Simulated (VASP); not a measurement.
Write the native input for VASP 6.6.1 that does the following.

```
Task                   : single point
Functional             : LDA
Potentials or basis    : VASP PAW LDA potentials, release 64 (Mg, O)
Cutoff                 : 520 eV
k mesh                 : 11 × 11 × 11
Occupations            : tetrahedron
Spin                   : no spin polarisation
Dipole correction      : no
Further INCAR settings : ALGO = Normal; EDIFF = 1e-07; NBANDS = 11
```

The structure of MgO lies in POSCAR:

```
MgO
1.0
    0.0000000000      2.1108892239      2.1108892239
    2.1108892239      0.0000000000      2.1108892239
    2.1108892239      2.1108892239      0.0000000000
Mg O
1 1
Direct
    0.0000000000      0.0000000000      0.0000000000
    0.5000000000      0.5000000000      0.5000000000
```

One way to write it, as run:

INCAR

```
SYSTEM = MgO
PREC = Accurate ; ENCUT = 520
EDIFF = 1E-7 ; ISMEAR = -5
SIGMA = 0.05 ; LREAL = .FALSE.
LASPH = .TRUE. ; NELM = 100
ALGO = Normal ; ISIF = 2
LWAVE = .FALSE. ; LCHARG = .FALSE.
GGA = CA ; NBANDS = 11
```

KPOINTS

```
Automatic mesh
0
G
  11 11 11
  0 0 0
```

Potentials or basis: VASP PAW LDA potentials, release 64 (Mg, O).

Command:

```console
$ cat potpaw_LDA.64/Mg/POTCAR potpaw_LDA.64/O/POTCAR > POTCAR
$ mpirun -np 1 vasp_std > vasp.out
```

Results of the run:

The pressure is -8.7 GPa. The band gap on the k mesh is 4.59 eV, direct.

Run time: 5.6 s on 1 thread of Intel(R) Xeon(R) Platinum 8488C (Sapphire Rapids), with other jobs on the host, peak memory 0.13 GiB.
